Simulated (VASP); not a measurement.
A run of VASP 6.6.1 is set up as follows.

POSCAR

```
TiPtF6
1.0
    3.1790990091      1.8354536706      2.4761257091
   -3.1790990091      1.8354536706      2.4761257091
    0.0000000000     -3.6709073356      2.4761257132
Ti Pt F
1 1 6
Direct
    0.5000000000      0.5000000000      0.5000000000
    0.0000000000      0.0000000000      0.0000000000
    0.9252486421      0.3190340947      0.3190340947
    0.3190340947      0.9252486421      0.3190340947
    0.3190340947      0.3190340947      0.9252486421
    0.0747513579      0.6809659053      0.6809659053
    0.6809659053      0.0747513579      0.6809659053
    0.6809659053      0.6809659053      0.0747513579
```

File INCAR.step1:

```
SYSTEM = TiPtF6
PREC = Accurate
ENCUT = 660
ISMEAR = -1
SIGMA = 0.03
LREAL = .False.
LASPH = .True.
NELM = 120
NBANDS = 42
GGA = PE
ALGO = Normal
EDIFF = 1E-5
LWAVE = .True.
LCHARG = .False.
GGA_COMPAT = .False.
```

Contents of INCAR.step2:

```
SYSTEM = TiPtF6
PREC = Accurate
ENCUT = 660
EDIFF = 1E-6
ISMEAR = -1
SIGMA = 0.03
LREAL = .False.
LASPH = .True.
NELM = 120
ALGO = Normal
ISIF = 2
LWAVE = .False.
LCHARG = .False.
METAGGA = R2SCAN
LMIXTAU = .True.
LUSE_VDW = .True.
IVDW_NL = 2
BPARAM = 11.95
CPARAM = 0.0093
NBANDS = 42
ISTART = 1
GGA_COMPAT = .False.
```

The input KPOINTS:

```
regular mesh
0
Gamma
  6 6 6
  0 0 0
```

Potentials or basis: VASP PAW PBE potentials, release 64 (Ti_sv, Pt, F).

Launch:

```console
$ cat potpaw_PBE.64/Ti_sv/POTCAR potpaw_PBE.64/Pt/POTCAR potpaw_PBE.64/F/POTCAR > POTCAR
$ cp INCAR.step1 INCAR
$ mpirun -np 1 vasp_std > vasp.out
$ cp INCAR.step2 INCAR
$ mpirun -np 1 vasp_std > vasp.out
```

(1) What does it give for the band gap on the k mesh?

(2) Predict the pressure.

(3) Estimate the largest force.

Answers

(1) zero (bands 32 and 33 overlap by 0.56 eV).

(2) 0.8 GPa.

(3) 0.175 eV/Å.

Caveat: the PAW data sets were made with another functional, which shifts forces and pressure a little; spin-orbit coupling is left out, which moves the levels of the heavy elements; semilocal functionals often make such compounds metallic where correlation or magnetic order opens a gap, which also shifts bond lengths.
